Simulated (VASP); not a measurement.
Write the native input for VASP 6.6.1 that does the following.

```
Task                   : relaxation of cell and atoms
Functional             : PBE
Potentials or basis    : VASP PAW PBE potentials, release 64 (C)
Cutoff                 : 600 eV
k mesh                 : 23 × 23 × 23
Occupations            : fermi-dirac, width 0.08 eV
Spin                   : no spin polarisation
Target pressure        : 2 GPa
Dipole correction      : no
Further INCAR settings : ALGO = Normal; EDIFF = 1e-06; IBRION = 2; EDIFFG = -0.005; NSW = 32; ISIF = 3
```

The structure of C lies in POSCAR:

```
C
1.0
   -1.1832619077      1.1832619077      1.1832619077
    1.1832619077     -1.1832619077      1.1832619077
    1.1832619077      1.1832619077     -1.1832619077
C
1
Direct
    0.0000000000      0.0000000000      0.0000000000
```

These files were run (other wordings do the same):

INCAR

```
SYSTEM = C
PREC = Accurate
ENCUT = 600
EDIFF = 1E-6
ISMEAR = -1
SIGMA = 0.08
LREAL = .False.
LASPH = .True.
NELM = 100
ALGO = Normal
ISIF = 3
LWAVE = .False.
LCHARG = .False.
GGA = PE
IBRION = 2
NSW = 32
EDIFFG = -0.005
PSTRESS = 20.0
```

KPOINTS

```
regular mesh
0
Gamma
  23 23 23
  0 0 0
```

Potentials or basis: VASP PAW PBE potentials, release 64 (C).

Launch:

```sh
$ cat potpaw_PBE.64/C/POTCAR > POTCAR
$ mpirun -np 1 vasp_std > vasp.out
```

Results of the run:

```json
{
  "Pressure after relaxing": "1.9 GPa",
  "Band gap on the k mesh": "zero (band 2 reaches 17.76 eV, above the bottom of band 3 at 3.53 eV)"
}
```

Caveat: the relaxation stopped at its first step, so nothing moved; the cell is relaxed towards a set pressure, so the enthalpy falls and the energy may rise.

It used 8.8 s of CPU time on 1 thread of Intel Xeon 8259CL, on a shared host.
